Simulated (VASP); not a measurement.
Input of a VASP 6.6.1 run:

The input INCAR:

```
PREC = Accurate
ENCUT = 520
EDIFF = 1E-6
ISMEAR = 0
SIGMA = 0.15
LREAL = False
LASPH = True
NELM = 80
ALGO = Normal
ISIF = 2
LWAVE = False
LCHARG = False
NBANDS = 16
```

File KPOINTS:

```
regular mesh
0
Gamma
  26 26 6
```

The input POSCAR:

```
Si
1.0
   -2.6084914272      0.0000000000      0.0000000000
   -1.3042457136     -2.2590198415      0.0000000000
   -0.5216982854      0.0000000000      9.8830448238
Si
4
Direct
   -0.1750000000      0.0000000000      0.8750000000
   -0.0250000000      0.0000000000      0.1250000000
   -0.0750000000      0.0000000000      0.3750000000
   -0.1250000000      0.0000000000      0.6250000000
```

Potentials or basis: VASP PAW LDA potentials, release 64 (Si).

Launch:

```bash
$ cat potpaw_LDA.64/Si/POTCAR > POTCAR
$ mpirun -np 1 vasp_std > vasp.out
```

**Question.** Predict the pressure.

**Answer.** -0.2 GPa.

**Question.** What does it give for the largest force?

**Answer.** 0.256 eV/Å.

Stress tensor (GPa, compression positive):
```
 1.09  0.00  3.62
 0.00  0.82  0.00
 3.62  0.00 -2.40
```
